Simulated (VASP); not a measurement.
# I (C2/m) in VASP: a series of runs

I is run at these levels: LDA, HF, PBE; tasks: single point.

Program: VASP 6.6.1. These are calculated values, not measurements. Logs are shortened: lines on timing, memory, paths and dates and some standing lists are left out, and cuts for length are marked.

## 1. The cell of the first run

Symmetry: C2/m, No. 12, monoclinic system. The conventional cell has a = 5.077 Å, b = 7.413 Å, c = 2.880 Å, α = 90.00°, β = 124.24°, γ = 90.00°. I (site symmetry 2/m) has 2 I at 2.88 Å within 3.8 Å.

## 2. Single point, LDA

INCAR reads:

```
ALGO     = Normal         # electronic algorithm
EDIFF    = 1E-6           # SCF threshold, eV
ENCUT    = 500            # plane-wave cutoff, eV
GGA      = CA             # functional
GGA_COMPAT= F            
ISIF     = 2              # what is computed and relaxed
ISMEAR   = 0              # smearing method
LASPH    = T              # aspherical terms in the spheres
LCHARG   = F              # write CHGCAR
LREAL    = F              # projectors in reciprocal space
LWAVE    = F              # write WAVECAR
NBANDS   = 10             # bands
NELM     = 120            # most SCF steps
PREC     = Accurate       # precision mode
SIGMA    = 0.1            # smearing width, eV
```

KPOINTS reads:

```
k-points
0
Gamma
  4 4 6
```

POSCAR reads:

```
I
1.0
    2.5383465792     -3.7066249365      0.0000000000
    2.5383465792      3.7066249365      0.0000000000
   -1.6208748370      0.0000000000      2.3810977968
I
1
Direct
    0.5000000000      0.5000000000      0.5000000000
```

Potentials or basis: VASP PAW LDA potentials, release 64 (I).

Run with:

```sh
$ cat potpaw_LDA.64/I/POTCAR > POTCAR
$ mpirun -np 1 vasp_std > vasp.out
```

OUTCAR:

```text
EDIFF = 1E-6
   ENCUT = 500
   GGA = CA
   ISIF = 2
   ISMEAR = 0
   LASPH = T
   LREAL = F
   NELM = 120
   PREC = Accurate

 ion  position               nearest neighbor table
   1  0.500  0.500  0.500-

  LATTYP: Found a base centered monoclinic cell.
 ALAT       =     5.0766931584
 B/A-ratio  =     1.4602517114
 C/A-ratio  =     0.5673826054
 COS(beta)  =    -0.5627202553

  Lattice vectors:

 A1 = (   2.5383465792,  -3.7066249365,   0.0000000000)
 A2 = (   2.5383465792,   3.7066249365,   0.0000000000)
 A3 = (  -1.6208748370,   0.0000000000,   2.3810977968)

Analysis of symmetry for initial positions (statically):
=====================================================================
 Subroutine PRICEL returns:
 Original cell was already a primitive cell.

 Routine SETGRP: Setting up the symmetry group for a
 base centered monoclinic supercell.

 Subroutine GETGRP returns: Found  4 space group operations
 (whereof  4 operations were pure point group operations)
 out of a pool of  4 trial point group operations.

The static configuration has the point symmetry C_2h.

Analysis of symmetry for dynamics (positions and initial velocities):
=====================================================================
 Subroutine PRICEL returns:
 Original cell was already a primitive cell.

 Routine SETGRP: Setting up the symmetry group for a
 base centered monoclinic supercell.

 Subroutine GETGRP returns: Found  4 space group operations
 (whereof  4 operations were pure point group operations)
 out of a pool of  4 trial point group operations.

The dynamic configuration has the point symmetry C_2h.

 Subroutine INISYM returns: Found  4 space group operations
 (whereof  4 operations are pure point group operations),
 and found     1 'primitive' translations

----------------------------------------------------------------------------------------

                                     Primitive cell

  volume of cell :      44.8061

  direct lattice vectors                    reciprocal lattice vectors
     2.538346579 -3.706624936  0.000000000     0.196978618 -0.134893605  0.134088438
     2.538346579  3.706624936  0.000000000     0.196978618  0.134893605  0.134088438
    -1.620874837  0.000000000  2.381097797     0.000000000  0.000000000  0.419974350

  length of vectors
     4.492468339  4.492468339  2.880427391     0.273818498  0.273818498  0.419974350

  position of ions in fractional coordinates (direct lattice)
     0.500000000  0.500000000  0.500000000

  ion indices of the primitive-cell ions
   primitive index   ion index
                 1           1

----------------------------------------------------------------------------------------

 KPOINTS: k-points

Automatic generation of k-mesh.
 Grid dimensions read from file:
 generate k-points for:    4    4    6

 Generating k-lattice:

  Cartesian coordinates                     Fractional coordinates (reciprocal lattice)
     0.049244654 -0.033723401  0.033522110     0.250000000 -0.000000000  0.000000000
     0.049244654  0.033723401  0.033522110    -0.000000000  0.250000000  0.000000000
     0.000000000  0.000000000  0.069995725     0.000000000  0.000000000  0.166666667

  Length of vectors
     0.068454624  0.068454624  0.069995725

  Shift w.r.t. Gamma in fractional coordinates (k-lattice)
     0.000000000  0.000000000  0.000000000

 Subroutine IBZKPT returns following result:
 ===========================================

 Found     34 irreducible k-points:

 Following reciprocal coordinates:
            Coordinates               Weight
  0.000000  0.000000  0.000000      1.000000
  0.250000  0.000000 -0.000000      4.000000
  0.500000  0.000000 -0.000000      2.000000
  0.250000  0.250000 -0.000000      2.000000
  0.500000  0.250000 -0.000000      4.000000
 -0.250000  0.250000  0.000000      2.000000
[... 16 lines left out ...]
  0.500000  0.250000  0.333333      4.000000
 -0.250000  0.250000  0.333333      4.000000
 [... further k-points ...]
   k-points           NKPTS =     34   k-points in BZ     NKDIM =     34   number of bands    NBANDS=     10
   number of dos      NEDOS =    301   number of ions     NIONS =      1
   total plane-waves  NPLWV =  31104
   dimension x,y,z NGX =    36 NGY =   36 NGZ =   24
   dimension x,y,z NGXF=    72 NGYF=   72 NGZF=   48
   ions per type =               1
   NGX,Y,Z   is equivalent  to a cutoff of  13.32, 13.32, 13.85 a.u.
   NGXF,Y,Z  is equivalent  to a cutoff of  26.64, 26.64, 27.70 a.u.
 SYSTEM =  unknown system
   PREC   = accura    normal or accurate (medium, high low for compatibility)
   ISTART =      0    job   : 0-new  1-cont  2-samecut
   ICHARG =      2    charge: 1-file 2-atom 10-const
   ISPIN  =      1    spin polarized calculation?
   LNONCOLLINEAR =      F non collinear calculations
   LSORBIT =      F    spin-orbit coupling
   LASPH  =      T    aspherical Exc in radial PAW
   ENCUT  =  500.0 eV  36.75 Ry    6.06 a.u.   8.19  8.19  5.25*2*pi/ulx,y,z
   NELM   =    120;   NELMIN=  2; NELMDL= -5     # of ELM steps
   EDIFF  = 0.1E-05   stopping-criterion for ELM
   LREAL  =      F    real-space projection
   EDIFFG = 0.1E-04   stopping-criterion for IOM
   NSW    =      0    number of steps for IOM
   IBRION =     -1    ionic relax: 0-MD 1-quasi-New 2-CG
   NFREE  =      0    steps in history (QN), initial steepest desc. (CG)
   ISIF   =      2    stress and relaxation
   ISYM   =      2    0-nonsym 1-usesym 2-fastsym
   POTIM  = 0.5000    time-step for ionic-motion
   TEBEG  =    0.0;   TEEND  =   0.0 temperature during run
   PSTRESS=    0.0 pullay stress
   NELECT =       7.0000    total number of electrons
   NUPDOWN=      -1.0000    fix difference up-down
   EMIN   =  10.00;   EMAX   =-10.00  energy-range for DOS
   EFERMI =   0.00;   METHOD = LEGACY
   ISMEAR =     0;   SIGMA  =   0.10  broadening in eV -4-tet -1-fermi 0-gaus
   EFERMI_NEDOS =   21; number of points for ismear=-14 and -15
   IALGO  =     38    algorithm
   IMIX   =      4    mixing-type and parameters
     AMIX     =   0.40;   BMIX     =  1.00
     AMIX_MAG =   1.60;   BMIX_MAG =  1.00
  volume/ion in A,a.u.               =      44.81       302.37
  Fermi-wavevector in a.u.,A,eV,Ry     =   0.881716  1.666201 10.577477  0.777423
  Thomas-Fermi vector in A             =   2.002249
   LORBIT       =      0    0 simple, 1 ext, 2 COOP (PROOUT), +10 PAW based schemes
   GGA     = CA    functional components
   LHFCALC =     F    Hartree Fock is set to
   AEXX    =    0.0000 exact exchange contribution
   IVDW    =     0    specifies the selected vdW correction
   LEPSILON=     F    determine dielectric tensor
   LRPA    =     F    only Hartree local field effects (RPA)
 non-spin polarized calculation
 Gauss-broadening in eV      SIGMA  =   0.10
  energy-cutoff  :      500.00
  volume of cell :       44.81
 maximum number of plane-waves:      1149
 NGX is ok and might be reduce to    36
   NGX = 17   NGY = 17   NGZ = 11

 number of electron       7.0000000 magnetization

 Free energy of the ion-electron system (eV)
  ---------------------------------------------------
  ext. energy  EPLUGINS =         0.00000000
  ---------------------------------------------------
  free energy    TOTEN  =        -1.79735562 eV

  energy without entropy =       -1.79117535  energy(sigma->0) =       -1.79426549

 E-fermi :   2.3797     XC(G=0):  -8.1440

 val. band max:        1.8235332069   @ k =   0.0000   0.0000   0.5000
 cond. band min:       2.3928666183   @ k =   0.2500   0.2500   0.5000
 fundamental gap:      0.5693334115
 Fermi energy:         2.3797141752

 k-point     1 :       0.0000    0.0000    0.0000
  band No.  band energies     occupation
      1     -11.6808      2.00000
      2       0.4256      2.00000
      3       0.4770      2.00000
      4       5.8025      0.00000
      5       6.0277      0.00000
      6       9.7312      0.00000
      7      10.0178      0.00000
      8      12.4290      0.00000
      9      12.6417      0.00000
     10      17.6176      0.00000

 k-point     2 :       0.2500    0.0000   -0.0000
  band No.  band energies     occupation
      1     -11.5451      2.00000
      2      -0.7515      2.00000
      3       0.1753      2.00000
      4       5.8096      0.00000
      5       7.2951      0.00000
      6       9.2850      0.00000
      7      11.3045      0.00000
      8      12.6408      0.00000
      9      16.0456      0.00000
     10      17.9876      0.00000

 k-point     3 :       0.5000    0.0000   -0.0000
  band No.  band energies     occupation
      1     -11.3997      2.00000
      2      -1.6431      2.00000
      3      -0.0576      2.00000
      4       5.8172      0.00000
      5       6.8713      0.00000
      6      12.3204      0.00000
      7      12.3635      0.00000
      8      14.7165      0.00000
      9      15.6035      0.00000
     10      16.6111      0.00000

 k-point     4 :       0.2500    0.2500   -0.0000
  band No.  band energies     occupation
      1     -11.4003      2.00000
      2      -1.3615      2.00000
      3      -0.5126      2.00000
      4       5.8170      0.00000
      5       8.6564      0.00000
      6       9.3724      0.00000
      7      12.4972      0.00000
      8      14.5199      0.00000
      9      15.8532      0.00000
     10      18.0559      0.00000
[... 222 lines left out ...]
 k-point    22 :       0.2500    0.2500    0.3333
  band No.  band energies     occupation
      1      -9.7260      2.00000
      2      -1.7481      2.00000
      3       0.2409      2.00000
      4       1.1117      2.00000
      5       9.3795      0.00000
      6      10.2195      0.00000
      7      11.2260      0.00000
      8      14.1951      0.00000
      9      14.5589      0.00000
     10      15.6150      0.00000

 k-point    23 :       0.5000    0.2500    0.3333
  band No.  band energies     occupation
      1      -9.7753      2.00000
      2      -1.7576      2.00000
      3       0.3319      2.00000
      4       1.4738      2.00000
      5       9.1136      0.00000
      6       9.8458      0.00000
      7      11.4244      0.00000
      8      13.1468      0.00000
      9      15.0097      0.00000
     10      15.4053      0.00000

 k-point    24 :      -0.2500    0.2500    0.3333
  band No.  band energies     occupation
      1      -9.7450      2.00000
      2      -1.5718      2.00000
      3       0.2878      2.00000
      4       1.2820      2.00000
      5       8.8943      0.00000
      6       9.2399      0.00000
      7      10.2990      0.00000
      8      13.1512      0.00000
      9      14.8817      0.00000
     10      15.6306      0.00000

 [... further k-points ...]
[... 5 lines left out ...]
  --------------------------------------------------------------------------------------
  -------------------------------------------------------------------------------------
  Total       -0.3758197     -0.3043761     -0.5208670      0.0000000      0.0000000      0.1791358
  in kB      -13.4385785    -10.8838947    -18.6251876      0.0000000      0.0000000      6.4055479
  external PRESSURE =     -14.3158870 kB  Pullay stress =       0.0000000 kB

 VOLUME and BASIS-vectors are now :
 -----------------------------------------------------------------------------
  energy-cutoff  :      500.00
  volume of cell :       44.81
      direct lattice vectors                 reciprocal lattice vectors
     2.538346579 -3.706624936  0.000000000     0.196978618 -0.134893605  0.134088438
     2.538346579  3.706624936  0.000000000     0.196978618  0.134893605  0.134088438
    -1.620874837  0.000000000  2.381097797     0.000000000  0.000000000  0.419974350

 POSITION                                       TOTAL-FORCE (eV/Angst)
 -----------------------------------------------------------------------------------
      1.72791      0.00000      1.19055         0.000000      0.000000      0.000000
 -----------------------------------------------------------------------------------
    total drift:                                0.000000      0.000000      0.000000

  FREE ENERGIE OF THE ION-ELECTRON SYSTEM (eV)
  ---------------------------------------------------
  free  energy   TOTEN  =        -1.7973556236 eV

  energy  without entropy=       -1.7911753520  energy(sigma->0) =       -1.79426549
```

Wall time 20 s (1 thread of Intel Xeon 8259CL, shared host); peak memory 0.16 GiB.

Results:

```yaml
Free_energy: -1.7974 eV
Pressure: -1.4 GPa
```

Stress tensor (GPa, compression positive):
```
-1.34  0.00  0.64
 0.00 -1.09  0.00
 0.64  0.00 -1.86
```

Caveat: the k points lie up to 0.44 Å⁻¹ apart; spin-orbit coupling is left out, which moves the levels of the heavy elements; an odd number of electrons without spin polarisation forces a metal; a magnetic or distorted state may lie lower.

## 3. Single point, HF

POSCAR is that of step 2.

INCAR.step1 reads:

```
SYSTEM = I
PREC = Accurate
ENCUT = 400
EDIFF = 1E-5
ISMEAR = 0
SIGMA = 0.1
LREAL = .False.
LASPH = .True.
NELM = 120
ALGO = Normal
ISIF = 2
LWAVE = .True.
LCHARG = .False.
NBANDS = 10
GGA = PE
NELECT = 6.75
GGA_COMPAT = .False.
```

INCAR.step2 reads:

```
SYSTEM = I
PREC = Accurate
ENCUT = 400
EDIFF = 1E-6
ISMEAR = 0
SIGMA = 0.1
LREAL = .False.
LASPH = .True.
NELM = 120
ALGO = Normal
ISIF = 2
LWAVE = .False.
LCHARG = .False.
GGA = PE
LHFCALC = .True.
AEXX = 1.0
ALDAC = 0.0
AGGAC = 0.0
PRECFOCK = Normal
NBANDS = 10
ISTART = 1
NELECT = 6.75
GGA_COMPAT = .False.
```

KPOINTS reads:

```
Automatic mesh
0
Gamma
  2 2 2
  0 0 0
```

Potentials or basis: VASP PAW PBE potentials, release 64 (I).

Run with:

```sh
$ cat potpaw_PBE.64/I/POTCAR > POTCAR
$ cp INCAR.step1 INCAR
$ mpirun -np 1 vasp_std > vasp.out
$ cp INCAR.step2 INCAR
$ mpirun -np 1 vasp_std > vasp.out
```

Wall time 32 s (1 thread of Intel Xeon 8259CL, shared host); peak memory 0.15 GiB.

It converged, with:

```yaml
Free_energy: -6.3084 eV
```

Levels at points of the mesh, in eV from the Fermi level:
| k point | band 1 | band 2 | band 3 | band 4 | band 5 | band 6 | band 7 | band 8 |
| --- | --- | --- | --- | --- | --- | --- | --- | --- |
| (0.00, 0.00, 0.00) | -20.95 | -5.50 | -5.10 | 8.60 | 9.64 | 12.43 | 12.83 | 15.47 |
| (0.50, 0.00, 0.00) | -20.53 | -7.63 | -5.99 | 9.33 | 9.67 | 15.59 | 15.98 | 18.24 |
| (0.50, 0.50, 0.00) | -20.60 | -7.71 | -5.60 | 9.31 | 9.36 | 15.25 | 15.46 | 18.16 |
| (0.00, 0.00, 0.50) | -16.45 | -9.60 | -4.14 | -3.86 | 9.58 | 10.91 | 16.80 | 16.81 |
| (0.50, 0.00, 0.50) | -16.80 | -9.78 | -4.06 | 0.00 | 10.47 | 13.06 | 14.17 | 14.88 |
| (0.50, 0.50, 0.50) | -16.44 | -9.59 | -4.15 | -3.88 | 9.57 | 10.86 | 16.83 | 16.86 |

Caveat: the k points lie up to 1.32 Å⁻¹ apart; the cell carries a net charge on a neutralising background, which shifts energy and pressure; the cell is charged against a uniform background, so pressure and absolute levels hang on convention; the PAW data sets were made with another functional, which shifts forces and pressure a little; spin-orbit coupling is left out, which moves the levels of the heavy elements; an odd number of electrons without spin polarisation forces a metal; a magnetic or distorted state may lie lower.

## 4. Single point, HF

POSCAR is that of step 3.

INCAR.step1 reads:

```
  PREC = Accurate
  ENCUT = 400
  EDIFF = 1E-5
  ISMEAR = 0
  SIGMA = 0.1
  LREAL = F
  LASPH = T
  NELM = 120
  ALGO = Normal
  ISIF = 2
  LWAVE = T
  GGA = PE
  NBANDS = 10
  GGA_COMPAT = F
```

INCAR.step2 reads:

```
  PREC = Accurate
  ENCUT = 400
  EDIFF = 1E-6
  ISMEAR = 0
  SIGMA = 0.1
  LREAL = F
  LASPH = T
  NELM = 120
  ALGO = Normal
  ISIF = 2
  LWAVE = F
  LCHARG = T
  GGA = PE
  LHFCALC = T
  AEXX = 1.0
  ALDAC = 0.0
  AGGAC = 0.0
  PRECFOCK = Normal
  LELF = T
  LVHAR = T
  ISTART = 1
  NBANDS = 10
  GGA_COMPAT = F
```

KPOINTS reads:

```
Automatic mesh
0
Gamma
  2 2 2
```

Run with:

```sh
$ cat potpaw_PBE.64/I/POTCAR > POTCAR
$ cp INCAR.step1 INCAR
$ mpirun -np 1 vasp_std > vasp.out
$ cp INCAR.step2 INCAR
$ mpirun -np 1 vasp_std > vasp.out
```

Wall time 36 s (1 thread of Intel Xeon 8259CL, shared host); peak memory 0.15 GiB.

The run converged. Its results:

```
Free energy : -6.1755 eV
Pressure    : 1.5 GPa
```

Stress tensor (GPa, compression positive):
```
2.44 0.00 3.07
0.00 1.86 0.00
3.07 0.00 0.08
```

Levels at points of the mesh, in eV from the Fermi level:
```
           k point  band 1  band 2  band 3  band 4  band 5  band 6
(0.00, 0.00, 0.00)  -18.23   -2.80   -2.74   11.07   12.44   14.99
(0.50, 0.00, 0.00)  -17.82   -5.15   -3.36   11.73   12.46   18.08
(0.50, 0.50, 0.00)  -17.85   -5.12   -3.26   11.86   12.14   17.92
(0.00, 0.00, 0.50)  -13.84   -6.88   -2.04   -1.18   12.12   13.35
(0.50, 0.00, 0.50)  -14.07   -7.07   -1.37   -0.49   12.92   15.68
(0.50, 0.50, 0.50)  -13.84   -6.87   -2.05   -1.20   12.11   13.29
```

Caveat: the k points lie up to 1.32 Å⁻¹ apart; the PAW data sets were made with another functional, which shifts forces and pressure a little; spin-orbit coupling is left out, which moves the levels of the heavy elements; an odd number of electrons without spin polarisation forces a metal; a magnetic or distorted state may lie lower.

## 5. Single point, PBE

INCAR reads:

```
SYSTEM = I
ALGO = Normal ; EDIFF = 1E-6
ENCUT = 500 ; GGA = PE
GGA_COMPAT = .False. ; ISIF = 2
ISMEAR = 0 ; LASPH = .True.
LCHARG = .False. ; LREAL = .False.
LWAVE = .False. ; NBANDS = 10
NELM = 120 ; PREC = Accurate
SIGMA = 0.1
```

KPOINTS reads:

```
k-points
0
Gamma
  5 5 7
  0 0 0
```

POSCAR: that of step 4 with these lines changed.

```diff
@@ -8,2 +8,2 @@
 Direct
-    0.5000000000      0.5000000000      0.5000000000
+    0.7430000000      0.5580000000      1.4790000000
```

Run with:

```sh
$ cat potpaw_PBE.64/I/POTCAR > POTCAR
$ mpirun -np 1 vasp_std > vasp.out
```

Wall time 30 s (1 thread of Intel Xeon 8259CL, shared host); peak memory 0.18 GiB.

Results (log left out):

```
Free energy : -1.4881 eV
Pressure    : 0.9 GPa
```

Stress tensor (GPa, compression positive):
```
 0.53  0.00 -0.92
 0.00  0.79  0.00
-0.92  0.00  1.34
```

Levels at points of the mesh, in eV from the Fermi level:
```tsv
k point	band 1	band 2	band 3	band 4	band 5	band 6	band 7
(0.00, 0.00, 0.00)	-13.49	-1.47	-1.46	4.07	4.43	7.92	8.23
```

Caveat: the k points lie up to 0.38 Å⁻¹ apart; spin-orbit coupling is left out, which moves the levels of the heavy elements; an odd number of electrons without spin polarisation forces a metal; a magnetic or distorted state may lie lower.

## 6. Overview

```csv
level,potentials or basis,k mesh,cutoff (eV),grid for exact exchange (PRECFOCK),gap on the mesh (eV),pressure (GPa)
LDA,"VASP PAW LDA potentials, release 64 (I)",4 × 4 × 6,500,-,none,-1.4
HF,"VASP PAW PBE potentials, release 64 (I)",2 × 2 × 2,400,Normal,none,1.5
PBE,"VASP PAW PBE potentials, release 64 (I)",5 × 5 × 7,500,-,none,0.9
```

Alike in all rows: task single point; no spin polarisation; cell as given; smearing gaussian 0.1 eV.

Caveats: all runs use coarse meshes; spin-orbit coupling is left out, which moves the levels of the heavy elements; an odd number of electrons without spin polarisation forces a metal; a magnetic or distorted state may lie lower; the PAW data sets were made with another functional, which shifts forces and pressure a little (some runs).

Total energies depend on the potentials used, so only differences within one code and one set of settings carry meaning.
